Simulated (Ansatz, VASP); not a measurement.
Ge8N in VASP and in Ansatz

```
CELL_PARAMETERS angstrom
5.62142 0.00000 0.00000
0.00000 -5.62142 0.00000
0.00000 0.00000 -5.62142
ATOMIC_POSITIONS crystal
Ge 0.50000 0.00000 0.00000
Ge 0.00000 0.50000 0.00000
Ge 0.00000 0.00000 0.50000
Ge 0.50000 0.50000 0.50000
Ge 0.75000 0.75000 0.75000
Ge 0.25000 0.25000 0.75000
Ge 0.25000 0.75000 0.25000
Ge 0.75000 0.25000 0.25000
N 0.75000 0.50000 0.75000
```

Alike in both runs: task single point; functional LDA; k mesh 6 × 6 × 6; occupations gaussian, width 0.15 eV; no spin polarisation.

|  | VASP | Ansatz |
| --- | --- | --- |
| version | VASP 6.6.1 | Ansatz 0.2.0 |
| potentials or method | VASP PAW LDA potentials, release 64 (Ge_d, N), cutoff 520 eV | scalar-relativistic, plane waves, PAW |
| valence electrons in the cell | 117 | 117 |

VASP gave:

* gap on the k mesh at the Fermi level (eV): none
* pressure (GPa): 15.6
* traceless stress, the component that is largest in VASP (GPa): 21.27
* rms of the force components (eV/Å): 7.058

Task: Which values does Ansatz return?

Result: gap on the k mesh at the Fermi level (eV): none; pressure (GPa): 16.0; traceless stress, the component that is largest in VASP (GPa): 22.37; rms of the force components (eV/Å): 7.394.

Ansatz warns that its potentials were made for another functional, while VASP's fit it. LDA's correlation is that of Perdew and Zunger in VASP and of Perdew and Wang (1992) in Ansatz. Atom by atom the forces differ by 0.339 eV/Å (rms over components). A gap of «none» marks a metal or a gap that the smearing closes.
